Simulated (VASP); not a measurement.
# WC (P-6m2) in VASP: notebook, part 2 of 2

VASP 6.6.1. Earlier steps stand in the parts before.

**4. Single point, r2SCAN**

This run uses another cell than the first one, of 10.42 Å³/atom, 1.017 times its volume.

Contents of POSCAR:

```
WC
1.0
    2.9118677777      0.0000000000      0.0000000000
   -1.4559338889      2.5217514680      0.0000000000
    0.0000000000      0.0000000000      2.8369414953
W C
1 1
Direct
    0.0000000000      0.0000000000      0.0000000000
    0.6666666667      0.3333333333      0.5000000000
```

Contents of INCAR.step1:

```
PREC = Accurate
ENCUT = 520
ISMEAR = 0
SIGMA = 0.05
LREAL = False
LASPH = True
NELM = 60
NBANDS = 16
GGA = PE
ALGO = Normal
EDIFF = 1E-4
LWAVE = True
LCHARG = False
```

Contents of INCAR.step2:

```
PREC = Accurate
ENCUT = 520
EDIFF = 1E-7
ISMEAR = 0
SIGMA = 0.05
LREAL = False
LASPH = True
NELM = 60
ALGO = Normal
ISIF = 2
LWAVE = False
LCHARG = True
METAGGA = R2SCAN
LMIXTAU = True
LELF = True
LVHAR = True
NBANDS = 16
ISTART = 1
```

Contents of KPOINTS:

```
regular mesh
0
Gamma
  14 14 12
```

On the command line:

```sh
$ cat potpaw_PBE.64/W_sv/POTCAR potpaw_PBE.64/C/POTCAR > POTCAR
$ cp INCAR.step1 INCAR
$ mpirun -np 1 vasp_std > vasp.out
$ cp INCAR.step2 INCAR
$ mpirun -np 1 vasp_std > vasp.out
```

It used 260 s of CPU time on 1 thread of AMD EPYC 7R13 Processor (Zen 3), with other jobs on the host.

The run converged. Its results:

| Property | Result |
| --- | --- |
| Free energy | -61.6129 eV |
| Pressure | 1.9 GPa |
| Band gap on the k mesh | zero (band 9 reaches 11.68 eV, above the bottom of band 10 at 10.34 eV) |

Stress tensor (GPa, compression positive):
```
1.81 0.00 0.00
0.00 1.81 0.00
0.00 0.00 2.12
```

Levels at points of the mesh, in eV from the Fermi level:
```
           k point  band 6  band 7  band 8  band 9  band 10  band 11  band 12  band 13
(0.00, 0.00, 0.00)   -4.46   -3.47   -3.47    0.12     3.41     3.41     5.96     5.96
(0.50, 0.00, 0.00)   -7.31   -3.72   -3.67   -0.51     2.50     4.72     5.08     7.28
(0.00, 0.00, 0.50)   -8.98   -2.09   -2.09   -0.56    -0.56     3.84     4.83     4.83
(0.50, 0.00, 0.50)   -6.69   -4.47   -4.35    0.23     4.59     5.48     6.95     9.64
```

Caveat: the PAW data sets were made with another functional, which shifts forces and pressure a little; spin-orbit coupling is left out, which moves the levels of the heavy elements.

**5. Single point, r2SCAN**

This run uses another cell than the first one, of 10.42 Å³/atom, 1.017 times its volume.

POSCAR is that of step 4.

Contents of INCAR.step1:

```
PREC = Accurate
ENCUT = 520
ISMEAR = -5
SIGMA = 0.1
LREAL = False
LASPH = True
NELM = 80
NBANDS = 16
GGA = PE
ALGO = Normal
EDIFF = 1E-4
LWAVE = True
LCHARG = False
```

Contents of INCAR.step2:

```
PREC = Accurate
ENCUT = 520
EDIFF = 1E-6
ISMEAR = -5
SIGMA = 0.1
LREAL = False
LASPH = True
NELM = 80
ALGO = Normal
ISIF = 2
LWAVE = False
LCHARG = False
METAGGA = R2SCAN
LMIXTAU = True
NBANDS = 16
ISTART = 1
```

Contents of KPOINTS:

```
Automatic mesh
0
Gamma
  14 14 12
```

Potentials or basis: VASP PAW PBE potentials, release 64 (W_sv, C).

On the command line:

```sh
$ cat potpaw_PBE.64/W_sv/POTCAR potpaw_PBE.64/C/POTCAR > POTCAR
$ cp INCAR.step1 INCAR
$ mpirun -np 1 vasp_std > vasp.out
$ cp INCAR.step2 INCAR
$ mpirun -np 1 vasp_std > vasp.out
```

OUTCAR:

```text
PREC = Accurate
   ENCUT = 520
   EDIFF = 1E-6
   ISMEAR = -5
   LREAL = False
   LASPH = True
   NELM = 80
   ISIF = 2
   METAGGA = R2SCAN
   ISTART = 1

 ion  position               nearest neighbor table
   1  0.000  0.000  0.000-   2 2.20   2 2.20   2 2.20   2 2.20   2 2.20   2 2.20
   2  0.667  0.333  0.500-   1 2.20   1 2.20   1 2.20   1 2.20   1 2.20   1 2.20

  LATTYP: Found a hexagonal cell.
 ALAT       =     2.9118677777
 C/A-ratio  =     0.9742686522

  Lattice vectors:

 A1 = (   2.9118677777,   0.0000000000,   0.0000000000)
 A2 = (  -1.4559338889,   2.5217514680,   0.0000000000)
 A3 = (   0.0000000000,   0.0000000000,   2.8369414953)

Analysis of symmetry for initial positions (statically):
=====================================================================
 Subroutine PRICEL returns:
 Original cell was already a primitive cell.

 Routine SETGRP: Setting up the symmetry group for a
 hexagonal supercell.

[... 157 lines left out ...]
   NGX = 11   NGY = 11   NGZ = 11

 number of electron      18.0000001 magnetization

 Free energy of the ion-electron system (eV)
  ---------------------------------------------------
  ext. energy  EPLUGINS =         0.00000000
  ---------------------------------------------------
  free energy    TOTEN  =       -61.61281818 eV

  energy without entropy =      -61.61281818  energy(sigma->0) =      -61.61281818

 E-fermi :  10.8617     XC(G=0): -14.9459

 val. band max:       11.0057195840   @ k =   0.0000   0.0000   0.0833
 cond. band min:      10.8648126085   @ k =   0.0000   0.0000   0.3333
 fundamental gap:     -0.1409069755
 Fermi energy:        10.8616664819

 k-point     1 :       0.0000    0.0000    0.0000
  band No.  band energies     occupation
      1     -65.0532      2.00000
      2     -28.3532      2.00000
      3     -28.2565      2.00000
      4     -28.2565      2.00000
      5      -4.3009      2.00000
      6       6.4394      2.00000
[... 433 lines left out ...]
      3     -28.7769      2.00000
      4     -28.2234      2.00000
      5      -0.2167      2.00000
      6       4.0498      2.00000
[... 8 lines left out ...]
     15      27.0697      0.00000
     16      27.8573      0.00000

 [... further k-points ...]
[... 5 lines left out ...]
  --------------------------------------------------------------------------------------
  -------------------------------------------------------------------------------------
  Total        0.2418989      0.2418989      0.2741522     -0.0000000     -0.0000000      0.0000000
  in kB       18.6045959     18.6045959     21.0852151     -0.0000000     -0.0000000      0.0000000
  external PRESSURE =      19.4314690 kB  Pullay stress =       0.0000000 kB

 VOLUME and BASIS-vectors are now :
 -----------------------------------------------------------------------------
  energy-cutoff  :      520.00
  volume of cell :       20.83
      direct lattice vectors                 reciprocal lattice vectors
     2.911867778  0.000000000  0.000000000     0.343422187  0.198274892  0.000000000
    -1.455933889  2.521751468  0.000000000     0.000000000  0.396549784  0.000000000
     0.000000000  0.000000000  2.836941495     0.000000000  0.000000000  0.352492288

 POSITION                                       TOTAL-FORCE (eV/Angst)
 -----------------------------------------------------------------------------------
      0.00000      0.00000      0.00000         0.000000      0.000000      0.000000
      1.45593      0.84058      1.41847        -0.000000      0.000000      0.000000
 -----------------------------------------------------------------------------------
    total drift:                               -0.000000      0.000000      0.000000

  FREE ENERGIE OF THE ION-ELECTRON SYSTEM (eV)
  ---------------------------------------------------
  free  energy   TOTEN  =       -61.6128181786 eV

  energy  without entropy=      -61.6128181786  energy(sigma->0) =      -61.61281818
```

OSZICAR.step1:

```text
N       E                     dE             d eps       ncg     rms          rms(c)
DAV:   1     0.108063023490E+03    0.10806E+03   -0.94289E+03  5400   0.125E+03
DAV:   2    -0.224221830299E+02   -0.13049E+03   -0.12658E+03  6432   0.335E+02
DAV:   3    -0.255051579306E+02   -0.30830E+01   -0.30724E+01  5928   0.490E+01
DAV:   4    -0.255213140010E+02   -0.16156E-01   -0.16155E-01  6968   0.399E+00
DAV:   5    -0.255214362423E+02   -0.12224E-03   -0.12224E-03  5984   0.328E-01    0.322E+01
DAV:   6    -0.225286136362E+02    0.29928E+01   -0.57830E+00  6496   0.258E+01    0.844E+00
DAV:   7    -0.224724989587E+02    0.56115E-01   -0.42821E-01  5552   0.500E+00    0.616E+00
DAV:   8    -0.224458826106E+02    0.26616E-01   -0.63920E-02  6136   0.217E+00    0.108E+00
DAV:   9    -0.224447793172E+02    0.11033E-02   -0.30942E-03  5936   0.432E-01    0.122E-01
DAV:  10    -0.224447146290E+02    0.64688E-04   -0.30584E-04  6256   0.197E-01
   1 F= -.22444715E+02 E0= -.22444715E+02  d E =0.000000E+00
```

It used 220 s of CPU time on 1 thread of AMD EPYC 7R13 Processor (Zen 3), on a shared host.

What came out:

```yaml
Free_energy: -61.6128 eV
Pressure: 1.9 GPa
Band_gap_on_the_k_mesh: zero (band 9 reaches 11.68 eV, above the bottom of band 10 at 10.34 eV)
```

Caveat: the PAW data sets were made with another functional, which shifts forces and pressure a little; spin-orbit coupling is left out, which moves the levels of the heavy elements; tetrahedron occupations give inexact forces and stress in metals.

**6. Single point, r2SCAN**

This run uses another cell than the first one, of 10.42 Å³/atom, 1.017 times its volume.

POSCAR is that of step 5.

Contents of INCAR.step1:

```
ALGO = Normal
EDIFF = 1E-4
ENCUT = 520
GGA = PE
ISMEAR = 0
LASPH = True
LCHARG = False
LREAL = False
LWAVE = True
NBANDS = 16
NELM = 100
PREC = Accurate
SIGMA = 0.025
```

Contents of INCAR.step2:

```
ALGO = Normal
EDIFF = 1E-6
ENCUT = 520
ISIF = 2
ISMEAR = 0
ISTART = 1
LASPH = True
LCHARG = True
LELF = True
LMIXTAU = True
LREAL = False
LVHAR = True
LWAVE = False
METAGGA = R2SCAN
NBANDS = 16
NELM = 100
PREC = Accurate
SIGMA = 0.025
```

Contents of KPOINTS:

```
k-points
0
Gamma
  14 14 12
```

Potentials or basis: VASP PAW PBE potentials, release 64 (W_sv, C).

On the command line:

```sh
$ cat potpaw_PBE.64/W_sv/POTCAR potpaw_PBE.64/C/POTCAR > POTCAR
$ cp INCAR.step1 INCAR
$ mpirun -np 1 vasp_std > vasp.out
$ cp INCAR.step2 INCAR
$ mpirun -np 1 vasp_std > vasp.out
```

It took 4.4 min on 1 thread of AMD EPYC 7R13 (Zen 3), shared host; peak memory 0.16 GiB.

The run converged. Its results:

* Free energy: -61.6127 eV
* Pressure: 1.9 GPa
* Band gap on the k mesh: zero (band 9 reaches 11.68 eV, above the bottom of band 10 at 10.34 eV)

Stress tensor (GPa, compression positive):
```
1.78 0.00 0.00
0.00 1.78 0.00
0.00 0.00 2.12
```

Levels at points of the mesh, in eV from the Fermi level:
| k point | band 6 | band 7 | band 8 | band 9 | band 10 | band 11 | band 12 | band 13 |
| --- | --- | --- | --- | --- | --- | --- | --- | --- |
| (0.00, 0.00, 0.00) | -4.46 | -3.47 | -3.47 | 0.13 | 3.41 | 3.41 | 5.96 | 5.96 |
| (0.50, 0.00, 0.00) | -7.31 | -3.71 | -3.67 | -0.51 | 2.50 | 4.72 | 5.09 | 7.28 |
| (0.00, 0.00, 0.50) | -8.97 | -2.09 | -2.09 | -0.56 | -0.56 | 3.84 | 4.84 | 4.84 |
| (0.50, 0.00, 0.50) | -6.69 | -4.47 | -4.35 | 0.23 | 4.59 | 5.48 | 6.96 | 9.64 |

Caveat: the PAW data sets were made with another functional, which shifts forces and pressure a little; spin-orbit coupling is left out, which moves the levels of the heavy elements.

**7. Summary**

```tsv
cell	smearing	gap on the mesh (eV)	pressure (GPa)
a = 2.894, b = 2.894, c = 2.824 Å, angles 90.0, 90.0, 120.0°, 2 atoms	gaussian 0.05 eV	none	9.1
a = 2.912, b = 2.912, c = 2.837 Å, angles 90.0, 90.0, 120.0°, 2 atoms	gaussian 0.05 eV	none	1.9
a = 2.912, b = 2.912, c = 2.837 Å, angles 90.0, 90.0, 120.0°, 2 atoms	tetrahedron	none	1.9
a = 2.912, b = 2.912, c = 2.837 Å, angles 90.0, 90.0, 120.0°, 2 atoms	gaussian 0.025 eV	none	1.9
```

Alike in all rows: task single point; level r2SCAN; potentials or basis VASP PAW PBE potentials, release 64 (W_sv, C); no spin polarisation; k mesh 14 × 14 × 12; cutoff (eV) 520.

Caveats: the PAW data sets were made with another functional, which shifts forces and pressure a little; spin-orbit coupling is left out, which moves the levels of the heavy elements; tetrahedron occupations give inexact forces and stress in metals (some runs).

Absolute energies hang on the potentials; compare differences alone.
